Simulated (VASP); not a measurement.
Input of a VASP 6.6.1 run:

INCAR

```
PREC = Accurate ; ENCUT = 520
EDIFF = 1E-6 ; ISMEAR = 0
SIGMA = 0.15 ; LREAL = False
LASPH = True ; NELM = 80
ALGO = Fast ; ISIF = 2
LWAVE = False ; LCHARG = False
GGA = PE ; NBANDS = 14
```

KPOINTS

```
Automatic mesh
0
Gamma
  16 16 5
```

File POSCAR:

```
Al
1.0
   -1.6174623135      1.6174623135     -1.6174623135
   -1.6174623135     -1.6174623135      1.6174623135
   -1.2939698508      6.1463567915      6.7933417169
Al
4
Direct
   -0.2625000000     -0.4375000000      0.8750000000
    0.4625000000      0.4375000000      0.1250000000
   -0.1125000000     -0.1875000000      0.3750000000
    0.3125000000      0.1875000000      0.6250000000
```

Potentials or basis: VASP PAW PBE potentials, release 64 (Al).

Run with:

```console
$ cat potpaw_PBE.64/Al/POTCAR > POTCAR
$ mpirun -np 1 vasp_std > vasp.out
```

Q: Predict the pressure.

A: 3.2 GPa.

Q: Predict the largest force.

A: 1.947 eV/Å.

Stress tensor (GPa, compression positive):
```
-0.43  1.08  1.35
 1.08  2.33  3.71
 1.35  3.71  7.83
```

Caveat: forces of over 1 eV/Å act on the atoms, so gaps and moduli don't describe the material at rest.
